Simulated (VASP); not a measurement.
Input of a VASP 6.6.1 run:

File INCAR:

```
SYSTEM = Re
ALGO = Normal
EDIFF = 1E-7
ENCUT = 520
GGA = PS
GGA_COMPAT = .FALSE.
ISIF = 2
ISMEAR = -1
LASPH = .TRUE.
LCHARG = .FALSE.
LMAXMIX = 4
LORBIT = 11
LORBMOM = .TRUE.
LREAL = .FALSE.
LSORBIT = .TRUE.
LWAVE = .FALSE.
MAGMOM = 0 0 0 0 0 0
NBANDS = 26
NELM = 150
PREC = Accurate
SIGMA = 0.05
```

Contents of KPOINTS:

```
k-points
0
G
  11 11 6
  0 0 0
```

File POSCAR:

```
Re
1.0
    2.7608000000      0.0000000000      0.0000000000
   -1.3804000000      2.3909229348      0.0000000000
    0.0000000000      0.0000000000      4.4582000000
Re
2
Direct
    0.6666666667      0.3333333333      0.7500000000
    0.3333333333      0.6666666667      0.2500000000
```

Potentials or basis: VASP PAW PBE potentials, release 64 (Re).

The run is started by

```sh
$ cat potpaw_PBE.64/Re/POTCAR > POTCAR
$ mpirun -np 1 vasp_ncl > vasp.out
```

Q: Predict the pressure.

A: -3.5 GPa.

Q: Estimate the net moment.

A: 0.00 μB per cell.

Moments on the atoms (μB; x, y, z):
```
Re  0.00 0.00 0.00
Re  0.00 0.00 0.00
```

Caveat: the PAW data sets were made with another functional, which shifts forces and pressure a little.
